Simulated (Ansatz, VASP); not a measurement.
# N: VASP beside Ansatz

```
N
1.0
     9.00000    0.00000    0.00000
     0.00000    9.50000    0.00000
     0.00000    0.00000   10.00000
N
2
Direct
  0.50000 0.50000 0.44500
  0.50000 0.50000 0.55500
```

Alike in both runs: functional PBEsol; k mesh 1 × 1 × 1; occupations fermi-dirac, width 0.05 eV; no spin polarisation.

Ansatz relaxed the structure, and its values are those at the end. VASP's run is a single point on that final structure, the one shown.

```csv
,VASP,Ansatz
version,VASP 6.6.1,Ansatz 0.2.0
potentials or method,"VASP PAW PBE potentials, release 64 (N_h), cutoff 1000 eV","plane waves, PAW"
valence electrons in the cell,10,10
```

```csv
,VASP,Ansatz,Ansatz less VASP
rms of the force components (eV/Å),0.114,0.005,-0.1091
```

VASP's potentials were made for PBE, not for PBEsol. With one functional, cell and mesh, what is left measures potentials, basis and numerics. Ansatz's warnings: stress scf threshold loose.
